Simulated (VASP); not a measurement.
# CO in VASP: further runs

The runs below take CO through single point, with r2SCAN+D3(BJ).

All numbers are computed with VASP 6.6.1; they aren't measurements. Logs are shortened: lines on timing, memory, paths and dates and some standing lists are left out, and cuts for length are marked.

## (1) The cell of the first run

The cell holds a disordered packing, 16 atoms: a = 7.742 Å, b = 7.742 Å, c = 7.742 Å, α = 90.00°, β = 90.00°, γ = 90.00°.

## (2) Single point, r2SCAN+D3(BJ)

Input file POSCAR:

```
CO
1.0
    7.7417530000      0.0000000000      0.0000000000
    0.0000000000      7.7417530000      0.0000000000
    0.0000000000      0.0000000000      7.7417530000
O C
8 8
Direct
    0.8914776795      0.2932798295      0.6199112785
    0.4572478610      0.1740303520      0.1477830667
    0.7259725284      0.7711431765      0.7514189616
    0.1822584627      0.8430132039      1.0344943839
    0.4511639676      0.4301351386      0.6348303801
    0.3675007456      0.0344753959      0.5130750103
    0.9101814537      0.3081085124      0.0517583033
    0.7998705203      0.8383630943      0.2959794765
    0.9016045849      0.3687536918      0.4961279441
    0.3731712960      0.1787967144      0.0241159851
    0.6727287734      0.8922397808      0.8051664784
    0.0970710380      0.8843087606      0.9245838765
    0.4139630908      0.5482479227      0.7133397307
    0.2392093884      0.0934801201      0.4732649052
    0.8463586994      0.4309747418      0.0102560751
    0.6800139452      0.7688439556      0.3331932703
```

Input file INCAR.step1:

```
PREC     = Accurate       # precision mode
ENCUT    = 520            # plane-wave cutoff, eV
ISMEAR   = -1             # smearing method
SIGMA    = 0.05           # smearing width, eV
LREAL    = Auto         
LASPH    = T              # aspherical terms in the spheres
NELM     = 100            # most SCF steps
NBANDS   = 54             # bands
GGA      = PE             # functional
ALGO     = Normal         # electronic algorithm
EDIFF    = 1E-4           # SCF threshold, eV
LWAVE    = T              # write WAVECAR
LCHARG   = F              # write CHGCAR
```

Input file INCAR.step2:

```
PREC     = Accurate       # precision mode
ENCUT    = 520            # plane-wave cutoff, eV
EDIFF    = 1E-6           # SCF threshold, eV
ISMEAR   = -1             # smearing method
SIGMA    = 0.05           # smearing width, eV
LREAL    = Auto         
LASPH    = T              # aspherical terms in the spheres
NELM     = 100            # most SCF steps
ALGO     = Normal         # electronic algorithm
ISIF     = 2              # what is computed and relaxed
LWAVE    = F              # write WAVECAR
LCHARG   = T              # write CHGCAR
METAGGA  = R2SCAN         # meta-GGA
LMIXTAU  = T            
IVDW     = 12             # dispersion correction
VDW_S6   = 1.0          
VDW_S8   = 0.78981345   
VDW_A1   = 0.49484001   
VDW_A2   = 5.73083694   
LELF     = T              # ELF
LVHAR    = T            
NBANDS   = 54             # bands
ISTART   = 1
```

Input file KPOINTS:

```
Automatic mesh
0
Gamma
  1 1 1
```

Potentials or basis: VASP PAW PBE potentials, release 64 (O, C).

Launch:

```bash
$ cat potpaw_PBE.64/O/POTCAR potpaw_PBE.64/C/POTCAR > POTCAR
$ cp INCAR.step1 INCAR
$ mpirun -np 1 vasp_gam > vasp.out
$ cp INCAR.step2 INCAR
$ mpirun -np 1 vasp_gam > vasp.out
```

OUTCAR:

```text
PREC = Accurate
   ENCUT = 520
   EDIFF = 1E-6
   ISMEAR = -1
   LREAL = Auto
   LASPH = T
   NELM = 100
   ISIF = 2
   METAGGA = R2SCAN
   IVDW = 12
   ISTART = 1
 IVDW          = 12

 ion  position               nearest neighbor table
   1  0.891  0.293  0.620-   9 1.13
   2  0.457  0.174  0.148-  10 1.16
   3  0.726  0.771  0.751-  11 1.11
   4  0.182  0.843  0.034-  12 1.12
   5  0.451  0.430  0.635-  13 1.14
   6  0.368  0.034  0.513-  14 1.14
[... 8 lines left out ...]
  15  0.846  0.431  0.010-   7 1.12
  16  0.680  0.769  0.333-   8 1.11

  LATTYP: Found a simple cubic cell.
 ALAT       =     7.7417530000

  Lattice vectors:

 A1 = (   7.7417530000,   0.0000000000,   0.0000000000)
 A2 = (   0.0000000000,   7.7417530000,   0.0000000000)
 A3 = (   0.0000000000,   0.0000000000,   7.7417530000)

Analysis of symmetry for initial positions (statically):
=====================================================================
 Subroutine PRICEL returns:
 Original cell was already a primitive cell.

 Routine SETGRP: Setting up the symmetry group for a
 simple cubic supercell.

 Subroutine GETGRP returns: Found  1 space group operations
 (whereof  1 operations were pure point group operations)
 out of a pool of 48 trial point group operations.

The static configuration has the point symmetry C_1 .

Analysis of symmetry for dynamics (positions and initial velocities):
=====================================================================
 Subroutine PRICEL returns:
 Original cell was already a primitive cell.

 Routine SETGRP: Setting up the symmetry group for a
 simple cubic supercell.

 Subroutine GETGRP returns: Found  1 space group operations
 (whereof  1 operations were pure point group operations)
 out of a pool of 48 trial point group operations.

The dynamic configuration has the point symmetry C_1 .

 Subroutine INISYM returns: Found  1 space group operations
 (whereof  1 operations are pure point group operations),
 and found     1 'primitive' translations

----------------------------------------------------------------------------------------

                                     Primitive cell

  volume of cell :     463.9999

  direct lattice vectors                    reciprocal lattice vectors
     7.741753000  0.000000000  0.000000000     0.129169711  0.000000000  0.000000000
     0.000000000  7.741753000  0.000000000     0.000000000  0.129169711  0.000000000
     0.000000000  0.000000000  7.741753000     0.000000000  0.000000000  0.129169711

  length of vectors
     7.741753000  7.741753000  7.741753000     0.129169711  0.129169711  0.129169711

  position of ions in fractional coordinates (direct lattice)
     0.891477679  0.293279830  0.619911278
     0.457247861  0.174030352  0.147783067
     0.725972528  0.771143176  0.751418962
     0.182258463  0.843013204  0.034494384
     0.451163968  0.430135139  0.634830380
     0.367500746  0.034475396  0.513075010
[... 8 lines left out ...]
     0.846358699  0.430974742  0.010256075
     0.680013945  0.768843956  0.333193270

  ion indices of the primitive-cell ions
   primitive index   ion index
                 1           1
                 2           2
                 3           3
                 4           4
                 5           5
                 6           6
[... 8 lines left out ...]
                15          15
                16          16

----------------------------------------------------------------------------------------

 KPOINTS: Automatic mesh

Automatic generation of k-mesh.
 Grid dimensions read from file:
 generate k-points for:    1    1    1

 Generating k-lattice:

  Cartesian coordinates                     Fractional coordinates (reciprocal lattice)
     0.129169711  0.000000000  0.000000000     1.000000000  0.000000000  0.000000000
     0.000000000  0.129169711  0.000000000     0.000000000  1.000000000  0.000000000
     0.000000000  0.000000000  0.129169711     0.000000000  0.000000000  1.000000000

  Length of vectors
     0.129169711  0.129169711  0.129169711

  Shift w.r.t. Gamma in fractional coordinates (k-lattice)
     0.000000000  0.000000000  0.000000000

 Subroutine IBZKPT returns following result:
 ===========================================

 Found      1 irreducible k-points:

 Following reciprocal coordinates:
            Coordinates               Weight
  0.000000  0.000000  0.000000      1.000000
   k-points           NKPTS =      1   k-points in BZ     NKDIM =      1   number of bands    NBANDS=     54
   number of dos      NEDOS =    301   number of ions     NIONS =     16
   total plane-waves  NPLWV = 216000
   dimension x,y,z NGX =    60 NGY =   60 NGZ =   60
   dimension x,y,z NGXF=   120 NGYF=  120 NGZF=  120
   ions per type =               8   8
   NGX,Y,Z   is equivalent  to a cutoff of  12.88, 12.88, 12.88 a.u.
   NGXF,Y,Z  is equivalent  to a cutoff of  25.77, 25.77, 25.77 a.u.
 SYSTEM =  unknown system
   PREC   = accura    normal or accurate (medium, high low for compatibility)
   ISTART =      1    job   : 0-new  1-cont  2-samecut
   ICHARG =      0    charge: 1-file 2-atom 10-const
   ISPIN  =      1    spin polarized calculation?
   LNONCOLLINEAR =      F non collinear calculations
   LSORBIT =      F    spin-orbit coupling
   LASPH  =      T    aspherical Exc in radial PAW
   ENCUT  =  520.0 eV  38.22 Ry    6.18 a.u.  14.39 14.39 14.39*2*pi/ulx,y,z
   NELM   =    100;   NELMIN=  2; NELMDL=  0     # of ELM steps
   EDIFF  = 0.1E-05   stopping-criterion for ELM
   LREAL  =      T    real-space projection
   EDIFFG = 0.1E-04   stopping-criterion for IOM
   NSW    =      0    number of steps for IOM
   IBRION =     -1    ionic relax: 0-MD 1-quasi-New 2-CG
   NFREE  =      0    steps in history (QN), initial steepest desc. (CG)
   ISIF   =      2    stress and relaxation
   ISYM   =      2    0-nonsym 1-usesym 2-fastsym
   POTIM  = 0.5000    time-step for ionic-motion
   TEBEG  =    0.0;   TEEND  =   0.0 temperature during run
   PSTRESS=    0.0 pullay stress
   NELECT =      80.0000    total number of electrons
   NUPDOWN=      -1.0000    fix difference up-down
   EMIN   =  10.00;   EMAX   =-10.00  energy-range for DOS
   EFERMI =   0.00;   METHOD = LEGACY
   ISMEAR =    -1;   SIGMA  =   0.05  broadening in eV -4-tet -1-fermi 0-gaus
   EFERMI_NEDOS =   21; number of points for ismear=-14 and -15
   IALGO  =     38    algorithm
   IMIX   =      4    mixing-type and parameters
     AMIX     =   0.40;   BMIX     =  1.00
     AMIX_MAG =   1.60;   BMIX_MAG =  1.00
  volume/ion in A,a.u.               =      29.00       195.70
  Fermi-wavevector in a.u.,A,eV,Ry     =   0.911169  1.721859 11.295946  0.830229
  Thomas-Fermi vector in A             =   2.035417
   LORBIT       =      0    0 simple, 1 ext, 2 COOP (PROOUT), +10 PAW based schemes
   METAGGA = R2SCAN    functional components
   LHFCALC =     F    Hartree Fock is set to
   AEXX    =    0.0000 exact exchange contribution
   IVDW    =    12    specifies the selected vdW correction
   LEPSILON=     F    determine dielectric tensor
   LRPA    =     F    only Hartree local field effects (RPA)
 non-spin polarized calculation
  energy-cutoff  :      520.00
  volume of cell :      464.00
 maximum number of plane-waves:      6267
 NGX is ok and might be reduce to    60
   NGX = 29   NGY = 29   NGZ = 29

 number of electron      80.0000015 magnetization

 Free energy of the ion-electron system (eV)
  ---------------------------------------------------
  ext. energy  EPLUGINS =         0.00000000
  ---------------------------------------------------
  free energy    TOTEN  =      -131.72608724 eV

  energy without entropy =     -131.72608724  energy(sigma->0) =     -131.72608724

 E-fermi :  -5.2379     XC(G=0):  -5.4854

 val. band max:       -6.5475501360   @ k =   0.0000   0.0000   0.0000
 cond. band min:       0.4115469398   @ k =   0.0000   0.0000   0.0000
 fundamental gap:      6.9590970758
 Fermi energy:        -5.2378520802

 k-point     1 :       0.0000    0.0000    0.0000
  band No.  band energies     occupation
      1     -28.5761      2.00000
      2     -28.5062      2.00000
      3     -28.3651      2.00000
      4     -28.3452      2.00000
      5     -28.2692      2.00000
      6     -28.2013      2.00000
[... 44 lines left out ...]
     51       1.1224      0.00000
     52       1.2019      0.00000
 [bands above 52 left out]

------------------------ aborting loop because EDIFF is reached ----------------------------------------

 Edisp (eV)   -0.38666

 E8    (eV) :    -0.0750

  FORCE on cell =-STRESS in cart. coord.  units (eV):
  Direction    XX          YY          ZZ          XY          YZ          ZX
  --------------------------------------------------------------------------------------
  -------------------------------------------------------------------------------------
  Total       2.80847     5.66063     0.64957    -0.56211    -0.42038    -1.83657
  in kB       9.69756    19.54597     2.24295    -1.94095    -1.45156    -6.34162
  external pressure =       10.50 kB  Pullay stress =        0.00 kB

 VOLUME and BASIS-vectors are now :
 -----------------------------------------------------------------------------
  energy-cutoff  :      520.00
  volume of cell :      464.00
      direct lattice vectors                 reciprocal lattice vectors
     7.741753000  0.000000000  0.000000000     0.129169711  0.000000000  0.000000000
     0.000000000  7.741753000  0.000000000     0.000000000  0.129169711  0.000000000
     0.000000000  0.000000000  7.741753000     0.000000000  0.000000000  0.129169711

 POSITION                                       TOTAL-FORCE (eV/Angst)
 -----------------------------------------------------------------------------------
      6.90160      2.27050      4.79920        -0.123499     -0.607787      1.033351
      3.53990      1.34730      1.14410        -1.405215      0.086621     -2.152824
      5.62030      5.97000      5.81730         1.492197     -3.284515     -1.535864
      1.41100      6.52640      0.26705         0.849143     -0.499524      1.171769
      3.49280      3.33000      4.91470         0.032678      0.043040      0.001227
      2.84510      0.26690      3.97210        -0.149110      0.017432      0.008218
[... 8 lines left out ...]
      6.55230      3.33650      0.07940        -0.877323      1.651763     -0.517040
      5.26450      5.95220      2.57950        -2.674638     -1.566572      0.792751
 -----------------------------------------------------------------------------------
    total drift:                                0.019244     -0.010842      0.005010

  FREE ENERGIE OF THE ION-ELECTRON SYSTEM (eV)
  ---------------------------------------------------
  free  energy   TOTEN  =      -132.1127476381 eV

  energy  without entropy=     -132.1127476381  energy(sigma->0) =     -132.11274764
```

Run time: 5.2 min. Hardware: 1 thread of AMD EPYC 7R13, shared host; peak memory 0.49 GiB.

What came out:

```
Free energy                : -132.1127 eV
Pressure                   : 1.0 GPa
Largest force              : 3.978 eV/Å
Dispersion energy per atom : -0.024 eV
```

Forces in eV/Å, atoms in the order of the input:
```
O   -0.123 -0.608  1.033
O   -1.405  0.087 -2.153
O    1.492 -3.285 -1.536
O    0.849 -0.500  1.172
O    0.033  0.043  0.001
O   -0.149  0.017  0.008
O    0.880 -1.682  0.547
O    2.670  1.567 -0.828
C    0.042  0.649 -1.017
C    1.527  0.054  2.096
C   -1.466  3.363  1.538
C   -0.863  0.410 -1.160
C   -0.112 -0.090 -0.031
C    0.177 -0.112  0.051
C   -0.877  1.652 -0.517
C   -2.675 -1.567  0.793
```

Stress tensor (GPa, compression positive):
```
 0.97 -0.19 -0.63
-0.19  1.95 -0.15
-0.63 -0.15  0.22
```

Caveat: the k points lie up to 0.81 Å⁻¹ apart; the atoms stand as in a frame of molecular dynamics; the PAW data sets were made with another functional, which shifts forces and pressure a little.

## (3) Single point, r2SCAN+D3(BJ)

Input file POSCAR:

```
CO
1.0
    7.7417530000      0.0000000000      0.0000000000
    0.0000000000      7.7417530000      0.0000000000
    0.0000000000      0.0000000000      7.7417530000
O C
8 8
Direct
    0.8806145068      0.2915618724      0.6140986415
    0.4498722705      0.1734232544      0.1552232421
    0.7225107802      0.7737136537      0.7696706418
    0.1912099236      0.8487612560      1.0345331348
    0.4450671573      0.4331189590      0.6368583446
    0.3635223185      0.0300190409      0.5076757163
    0.9120156636      0.3203667180      0.0504666062
    0.8004388670      0.8404943945      0.2899214170
    0.9075722256      0.3625147948      0.4914390836
    0.3750959247      0.1741207708      0.0332741176
    0.6696932852      0.9047434089      0.8120899750
    0.1071075246      0.8963861286      0.9242609523
    0.4253558593      0.5458195321      0.7283750851
    0.2483029360      0.1042657910      0.4686793805
    0.8369809783      0.4368261297      0.0078664354
    0.6905025257      0.7603058377      0.3370296107
```

Input file INCAR.step1:

```
SYSTEM = CO
PREC = Accurate
ENCUT = 520
ISMEAR = -1
SIGMA = 0.05
LREAL = Auto
LASPH = .True.
NELM = 80
NBANDS = 54
GGA = PE
ALGO = Normal
EDIFF = 1E-4
LWAVE = .True.
LCHARG = .False.
```

Input file INCAR.step2:

```
SYSTEM = CO
PREC = Accurate
ENCUT = 520
EDIFF = 1E-6
ISMEAR = -1
SIGMA = 0.05
LREAL = Auto
LASPH = .True.
NELM = 80
ALGO = Normal
ISIF = 2
LWAVE = .False.
LCHARG = .False.
METAGGA = R2SCAN
LMIXTAU = .True.
IVDW = 12
VDW_S6 = 1.0
VDW_S8 = 0.78981345
VDW_A1 = 0.49484001
VDW_A2 = 5.73083694
NBANDS = 54
ISTART = 1
```

Input file KPOINTS:

```
regular mesh
0
Gamma
  1 1 1
  0 0 0
```

Potentials or basis: VASP PAW PBE potentials, release 64 (O, C).

Launch:

```bash
$ cat potpaw_PBE.64/O/POTCAR potpaw_PBE.64/C/POTCAR > POTCAR
$ cp INCAR.step1 INCAR
$ mpirun -np 1 vasp_gam > vasp.out
$ cp INCAR.step2 INCAR
$ mpirun -np 1 vasp_gam > vasp.out
```

Run time: 5.1 min. Hardware: 1 thread of AMD EPYC 7R13, shared host; peak memory 0.49 GiB.

Results (log left out):

```
Free energy                : -132.0398 eV
Pressure                   : 1.7 GPa
Largest force              : 4.277 eV/Å
Dispersion energy per atom : -0.024 eV
```

Forces on the atoms (eV/Å):
```
O   -0.461 -1.162  2.017
O    2.008 -0.010  3.072
O   -0.244  0.866  0.175
O   -0.078 -0.108  0.020
O    0.074 -0.051 -0.071
O    3.431 -2.243  1.220
O    0.821 -1.276  0.432
O    2.009  1.482 -0.863
C    0.389  1.204 -1.988
C   -1.824  0.253 -3.192
C    0.315 -0.744 -0.190
C   -0.002 -0.065 -0.013
C   -0.180 -0.029  0.036
C   -3.432  2.142 -1.100
C   -0.813  1.216 -0.401
C   -2.012 -1.475  0.846
```

Stress tensor (GPa, compression positive):
```
 2.17 -0.16  0.69
-0.16  1.09 -1.02
 0.69 -1.02  1.88
```

Levels at points of the mesh, in eV from the Fermi level:
| k point | band 38 | band 39 | band 40 | band 41 | band 42 | band 43 |
| --- | --- | --- | --- | --- | --- | --- |
| (0.00, 0.00, 0.00) | -1.39 | -1.32 | -1.21 | 5.62 | 5.87 | 5.91 |

Caveat: the k points lie up to 0.81 Å⁻¹ apart; the atoms stand as in a frame of molecular dynamics; the PAW data sets were made with another functional, which shifts forces and pressure a little.
